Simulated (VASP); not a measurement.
# Fe (Im-3m) in VASP: further runs

Fe is run at these levels: PBEsol; tasks: single point, relaxation of cell and atoms.

All numbers are computed with VASP 6.6.1; they aren't measurements. Logs are shortened: lines on timing, memory, paths and dates and some standing lists are left out, and cuts for length are marked.

### 1 The cell of the first run

Symmetry: Im-3m, No. 229, cubic system. The conventional cell has a = 2.789 Å, b = 2.789 Å, c = 2.789 Å, α = 90.00°, β = 90.00°, γ = 90.00°. Within 3.2 Å of Fe (site symmetry m-3m) lie 14 Fe at 2.42 to 2.79 Å.

### 2 Single point, PBEsol, collinear spin, ferromagnetic start

The input, INCAR:

```
  ALGO = Fast
  EDIFF = 1E-7
  ENCUT = 520
  GGA = PS
  ISIF = 2
  ISMEAR = 1
  ISPIN = 2
  LASPH = True
  LCHARG = False
  LMAXMIX = 4
  LORBIT = 11
  LREAL = False
  LWAVE = False
  MAGMOM = 2.3
  NBANDS = 14
  NELM = 150
  PREC = Accurate
  SIGMA = 0.1
```

The input, KPOINTS:

```
k-points
0
Gamma
  22 22 22
```

The input, POSCAR:

```
Fe
1.0
   -1.3947190420      1.3947190420      1.3947190420
    1.3947190420     -1.3947190420      1.3947190420
    1.3947190420      1.3947190420     -1.3947190420
Fe
1
Direct
    0.0000000000      0.0000000000      0.0000000000
```

Potentials or basis: VASP PAW PBE potentials, release 64 (Fe).

Launch:

```bash
$ cat potpaw_PBE.64/Fe/POTCAR > POTCAR
$ mpirun -np 1 vasp_std > vasp.out
```

OUTCAR:

```text
EDIFF = 1E-7
   ENCUT = 520
   GGA = PS
   ISIF = 2
   ISMEAR = 1
   ISPIN = 2
   LASPH = True
   LORBIT = 11
   LREAL = False
   NELM = 150
   PREC = Accurate

 ion  position               nearest neighbor table
   1  0.000  0.000  0.000-

  LATTYP: Found a body centered cubic cell.
 ALAT       =     2.7894380840

  Lattice vectors:

 A1 = (  -1.3947190420,   1.3947190420,   1.3947190420)
 A2 = (   1.3947190420,  -1.3947190420,   1.3947190420)
 A3 = (   1.3947190420,   1.3947190420,  -1.3947190420)

Analysis of symmetry for initial positions (statically):
=====================================================================
 Subroutine PRICEL returns:
 Original cell was already a primitive cell.

 Routine SETGRP: Setting up the symmetry group for a
 body centered cubic supercell.

 Subroutine GETGRP returns: Found 48 space group operations
 (whereof 48 operations were pure point group operations)
 out of a pool of 48 trial point group operations.

The static configuration has the point symmetry O_h .

Analysis of symmetry for dynamics (positions and initial velocities):
=====================================================================
 Subroutine PRICEL returns:
 Original cell was already a primitive cell.

 Routine SETGRP: Setting up the symmetry group for a
 body centered cubic supercell.

 Subroutine GETGRP returns: Found 48 space group operations
 (whereof 48 operations were pure point group operations)
 out of a pool of 48 trial point group operations.

The dynamic configuration has the point symmetry O_h .

Analysis of structural, dynamic, and magnetic symmetry:
=====================================================================
 Subroutine PRICEL returns:
 Original cell was already a primitive cell.

 Routine SETGRP: Setting up the symmetry group for a
 body centered cubic supercell.

 Subroutine GETGRP returns: Found 48 space group operations
 (whereof 48 operations were pure point group operations)
 out of a pool of 48 trial point group operations.

The overall configuration has the point symmetry O_h .

 Subroutine INISYM returns: Found 48 space group operations
 (whereof 48 operations are pure point group operations),
 and found     1 'primitive' translations

----------------------------------------------------------------------------------------

                                     Primitive cell

  volume of cell :      10.8523

  direct lattice vectors                    reciprocal lattice vectors
    -1.394719042  1.394719042  1.394719042     0.000000000  0.358495141  0.358495141
     1.394719042 -1.394719042  1.394719042     0.358495141  0.000000000  0.358495141
     1.394719042  1.394719042 -1.394719042     0.358495141  0.358495141  0.000000000

  length of vectors
     2.415724243  2.415724243  2.415724243     0.506988691  0.506988691  0.506988691

  position of ions in fractional coordinates (direct lattice)
     0.000000000  0.000000000  0.000000000

  ion indices of the primitive-cell ions
   primitive index   ion index
                 1           1

----------------------------------------------------------------------------------------

 KPOINTS: k-points

Automatic generation of k-mesh.
 Grid dimensions read from file:
 generate k-points for:   22   22   22

 Generating k-lattice:

  Cartesian coordinates                     Fractional coordinates (reciprocal lattice)
     0.000000000  0.016295234  0.016295234     0.045454545  0.000000000  0.000000000
     0.016295234  0.000000000  0.016295234     0.000000000  0.045454545  0.000000000
     0.016295234  0.016295234  0.000000000     0.000000000  0.000000000  0.045454545

  Length of vectors
     0.023044940  0.023044940  0.023044940

  Shift w.r.t. Gamma in fractional coordinates (k-lattice)
     0.000000000  0.000000000  0.000000000

 Subroutine IBZKPT returns following result:
 ===========================================

 Found    328 irreducible k-points:

 Following reciprocal coordinates:
            Coordinates               Weight
  0.000000  0.000000  0.000000      1.000000
  0.045455  0.000000  0.000000     12.000000
  0.090909  0.000000  0.000000     12.000000
  0.136364  0.000000  0.000000     12.000000
  0.181818  0.000000  0.000000     12.000000
  0.227273  0.000000  0.000000     12.000000
[... 16 lines left out ...]
  0.090909  0.090909  0.000000     24.000000
  0.136364  0.090909  0.000000     48.000000
 [... further k-points ...]
   k-points           NKPTS =    328   k-points in BZ     NKDIM =    328   number of bands    NBANDS=     14
   number of dos      NEDOS =    301   number of ions     NIONS =      1
   total plane-waves  NPLWV =   5832
   dimension x,y,z NGX =    18 NGY =   18 NGZ =   18
   dimension x,y,z NGXF=    36 NGYF=   36 NGZF=   36
   ions per type =               1
   NGX,Y,Z   is equivalent  to a cutoff of  12.39, 12.39, 12.39 a.u.
   NGXF,Y,Z  is equivalent  to a cutoff of  24.77, 24.77, 24.77 a.u.
 SYSTEM =  unknown system
   PREC   = accura    normal or accurate (medium, high low for compatibility)
   ISTART =      0    job   : 0-new  1-cont  2-samecut
   ICHARG =      2    charge: 1-file 2-atom 10-const
   ISPIN  =      2    spin polarized calculation?
   LNONCOLLINEAR =      F non collinear calculations
   LSORBIT =      F    spin-orbit coupling
   LASPH  =      T    aspherical Exc in radial PAW
   ENCUT  =  520.0 eV  38.22 Ry    6.18 a.u.   4.49  4.49  4.49*2*pi/ulx,y,z
   NELM   =    150;   NELMIN=  2; NELMDL= -5     # of ELM steps
   EDIFF  = 0.1E-06   stopping-criterion for ELM
   LREAL  =      F    real-space projection
   EDIFFG = 0.1E-05   stopping-criterion for IOM
   NSW    =      0    number of steps for IOM
   IBRION =     -1    ionic relax: 0-MD 1-quasi-New 2-CG
   NFREE  =      0    steps in history (QN), initial steepest desc. (CG)
   ISIF   =      2    stress and relaxation
   ISYM   =      2    0-nonsym 1-usesym 2-fastsym
   POTIM  = 0.5000    time-step for ionic-motion
   TEBEG  =    0.0;   TEEND  =   0.0 temperature during run
   PSTRESS=    0.0 pullay stress
   NELECT =       8.0000    total number of electrons
   NUPDOWN=      -1.0000    fix difference up-down
   EMIN   =  10.00;   EMAX   =-10.00  energy-range for DOS
   EFERMI =   0.00;   METHOD = LEGACY
   ISMEAR =     1;   SIGMA  =   0.10  broadening in eV -4-tet -1-fermi 0-gaus
   EFERMI_NEDOS =   21; number of points for ismear=-14 and -15
   IALGO  =     68    algorithm
   IMIX   =      4    mixing-type and parameters
     AMIX     =   0.40;   BMIX     =  1.00
     AMIX_MAG =   1.60;   BMIX_MAG =  1.00
  volume/ion in A,a.u.               =      10.85        73.23
  Fermi-wavevector in a.u.,A,eV,Ry     =   1.478875  2.794668 29.756906  2.187071
  Thomas-Fermi vector in A             =   2.593102
   LORBIT       =     11    0 simple, 1 ext, 2 COOP (PROOUT), +10 PAW based schemes
   GGA     = PS    functional components
   LHFCALC =     F    Hartree Fock is set to
   AEXX    =    0.0000 exact exchange contribution
   IVDW    =     0    specifies the selected vdW correction
   LEPSILON=     F    determine dielectric tensor
   LRPA    =     F    only Hartree local field effects (RPA)
 spin polarized calculation
 RMM-DIIS sequential band-by-band and
 Methfessel and Paxton  Order N= 1 SIGMA  =   0.10
  energy-cutoff  :      520.00
  volume of cell :       10.85
 maximum number of plane-waves:       321
 NGX is ok and might be reduce to    18
   NGX =  9   NGY =  9   NGZ =  9

 number of electron       8.0000004 magnetization       2.1394454

 Free energy of the ion-electron system (eV)
  ---------------------------------------------------
  ext. energy  EPLUGINS =         0.00000000
  ---------------------------------------------------
  free energy    TOTEN  =        -8.91840563 eV

  energy without entropy =       -8.91886094  energy(sigma->0) =       -8.91855740

 E-fermi :   6.1667     XC(G=0): -13.5404

 val. band max:        6.1646877879   @ k =  -0.4091   0.4091   0.2727
 cond. band min:       6.1741488663   @ k =  -0.1818   0.1818   0.1818
 fundamental gap:      0.0094610785
 Fermi energy:         6.1666975443

 spin component 1

 k-point     1 :       0.0000    0.0000    0.0000
  band No.  band energies     occupation
      1      -2.6491      1.00000
      2       3.7410      1.00000
      3       3.7410      1.00000
      4       3.7410      1.00000
      5       5.1033      1.00000
      6       5.1033      1.00000
      7      31.5226      0.00000
      8      31.5226      0.00000
      9      31.5226      0.00000
     10      36.9315      0.00000
     11      36.9315      0.00000
     12      39.4665      0.00000
     13      39.4665      0.00000
     14      39.4665      0.00000
[... 375 lines left out ...]
 k-point    24 :       0.1364    0.0909    0.0000
  band No.  band energies     occupation
      1      -1.0697      1.00000
      2       3.3856      1.00000
      3       3.4936      1.00000
      4       4.6828      1.00000
      5       4.8172      1.00000
      6       5.1973      1.00000
      7      25.6180      0.00000
      8      27.3624      0.00000
      9      31.5797      0.00000
     10      32.0421      0.00000
     11      35.8721      0.00000
     12      37.3750      0.00000
     13      41.3884      0.00000
     14      41.4563      0.00000

 [... further k-points ...]

 spin component 2

 k-point     1 :       0.0000    0.0000    0.0000
  band No.  band energies     occupation
      1      -2.3742      1.00000
      2       5.6140      1.00000
      3       5.6141      1.00000
      4       5.6141      1.00000
      5       7.6989     -0.00000
      6       7.6990     -0.00000
      7      31.4554      0.00000
      8      31.4554      0.00000
      9      31.4554      0.00000
     10      37.2586      0.00000
     11      37.2586      0.00000
     12      40.2084      0.00000
     13      40.2084      0.00000
     14      40.2084      0.00000
[... 375 lines left out ...]
 k-point    24 :       0.1364    0.0909    0.0000
  band No.  band energies     occupation
      1      -0.7679      1.00000
      2       5.1862      1.00000
      3       5.3072      1.00000
      4       6.6187     -0.00000
      5       7.2948     -0.00000
      6       7.8013     -0.00000
      7      26.1399      0.00000
      8      27.7913      0.00000
      9      31.9529      0.00000
     10      32.5464      0.00000
     11      36.2797      0.00000
     12      38.0155      0.00000
     13      41.7910      0.00000
     14      42.0189      0.00000

 [... further k-points ...]

------------------------ aborting loop because EDIFF is reached ----------------------------------------

  FORCE on cell =-STRESS in cart. coord.  units (eV):
  Direction    XX          YY          ZZ          XY          YZ          ZX
  --------------------------------------------------------------------------------------
  -------------------------------------------------------------------------------------
  Total       -0.0103708     -0.0103708     -0.0103708      0.0000000      0.0000000     -0.0000000
  in kB       -1.5311031     -1.5311031     -1.5311031      0.0000000      0.0000000     -0.0000000
  external PRESSURE =      -1.5311031 kB  Pullay stress =       0.0000000 kB

 VOLUME and BASIS-vectors are now :
 -----------------------------------------------------------------------------
  energy-cutoff  :      520.00
  volume of cell :       10.85
      direct lattice vectors                 reciprocal lattice vectors
    -1.394719042  1.394719042  1.394719042     0.000000000  0.358495141  0.358495141
     1.394719042 -1.394719042  1.394719042     0.358495141  0.000000000  0.358495141
     1.394719042  1.394719042 -1.394719042     0.358495141  0.358495141  0.000000000

 POSITION                                       TOTAL-FORCE (eV/Angst)
 -----------------------------------------------------------------------------------
      0.00000      0.00000      0.00000        -0.000000      0.000000     -0.000000
 -----------------------------------------------------------------------------------
    total drift:                                0.000000      0.000000      0.000000

  FREE ENERGIE OF THE ION-ELECTRON SYSTEM (eV)
  ---------------------------------------------------
  free  energy   TOTEN  =        -8.9184056294 eV

  energy  without entropy=       -8.9188609441  energy(sigma->0) =       -8.91855740

 total charge

# of ion       s       p       d       tot
------------------------------------------
    1        0.510   0.588   6.274   7.372

 magnetization (x)

# of ion       s       p       d       tot
------------------------------------------
    1       -0.012  -0.048   2.181   2.121
```

Run time: 2.5 min. Hardware: 1 thread of Intel Xeon 8259CL, shared host; peak memory 0.19 GiB.

What came out:

| Item | Value |
| --- | --- |
| Free energy | -8.9184 eV |
| Pressure | -0.2 GPa |
| Net moment | 2.14 μB per cell |
| Site moments | Fe +2.12 μB |
| Valence electrons inside the program's atomic spheres | Fe 7.37 |

Caveat: the PAW data sets were made with another functional, which shifts forces and pressure a little.

### 3 Relaxation of cell and atoms, PBEsol, collinear spin, ferromagnetic start

This run uses another cell than the first one, of 12.02 Å³/atom.

The input, INCAR:

```
PREC = Accurate
ENCUT = 600
EDIFF = 1E-7
ISMEAR = 1
SIGMA = 0.1
LREAL = False
LASPH = True
NELM = 150
ALGO = Fast
ISIF = 3
LWAVE = False
LCHARG = False
ISPIN = 2
MAGMOM = 2.3
LORBIT = 11
LMAXMIX = 4
GGA = PS
IBRION = 2
NSW = 80
EDIFFG = -0.01
```

The input, KPOINTS:

```
regular mesh
0
Gamma
  22 22 22
```

The input, POSCAR:

```
Fe
1.0
   -1.4430000000      1.4430000000      1.4430000000
    1.4430000000     -1.4430000000      1.4430000000
    1.4430000000      1.4430000000     -1.4430000000
Fe
1
Direct
    0.0000000000      0.0000000000      0.0000000000
```

Potentials or basis: VASP PAW PBE potentials, release 64 (Fe).

Launch:

```bash
$ cat potpaw_PBE.64/Fe/POTCAR > POTCAR
$ mpirun -np 1 vasp_std > vasp.out
```

Wall time 4.8 min (1 thread of Intel Xeon 8259CL, shared host); peak memory 0.2 GiB.

It converged, with:

- Free energy: -8.9186 eV
- Relaxed volume: 10.84 Å³/atom
- Relaxed cell: a = 2.415 Å, b = 2.415 Å, c = 2.415 Å, α = 109.47°, β = 109.47°, γ = 109.47°
- Space group after relaxing (to 0.1 Å): Im-3m (No. 229)
- Energy gained by relaxing: 74.8 meV/atom
- Ionic steps: 3
- Pressure after relaxing: 0.0 GPa
- Net moment: 2.14 μB per cell
- Site moments: Fe +2.12 μB
- Valence electrons inside the program's atomic spheres: Fe 7.38

The path:
| step | energy change (eV) | largest force (eV/Å) | pressure (GPa) | volume (Å³) |
| --- | --- | --- | --- | --- |
| 1 | 0.0000 | 0.0000 | -17.64 | 12.02 |
| 2 | -0.0033 | 0.0000 | 25.34 | 9.86 |
| 3 | -0.0748 | 0.0000 | 0.03 | 10.84 |

Final structure:
```yaml
crystal:
  lattice:
    - [-1.39425, 1.39425, 1.39425]
    - [1.39425, -1.39425, 1.39425]
    - [1.39425, 1.39425, -1.39425]
  atoms:
    - { symbol: Fe, position: [0.00000, 0.00000, 0.00000] }
```

Levels at points of the mesh, in eV from the Fermi level:
Spin up:
```
           k point  band 3  band 4  band 5  band 6  band 7  band 8
(0.00, 0.00, 0.00)   -2.43   -2.43   -1.06   -1.06   25.37   25.37
(0.50, 0.00, 0.00)   -1.01   -0.85    0.40    0.48    7.73   18.66
(0.50, 0.50, 0.50)    0.18    0.18    0.18   10.16   10.16   10.16
```
Spin down:
```tsv
k point	band 1	band 2	band 3	band 4	band 5	band 6
(0.00, 0.00, 0.00)	-8.55	-0.56	-0.56	-0.56	1.53	1.53
(0.50, 0.00, 0.00)	-3.96	-1.92	0.64	1.41	1.81	2.65
(0.50, 0.50, 0.50)	-3.42	-3.42	2.33	2.33	2.33	10.53
```

Caveat: the PAW data sets were made with another functional, which shifts forces and pressure a little.
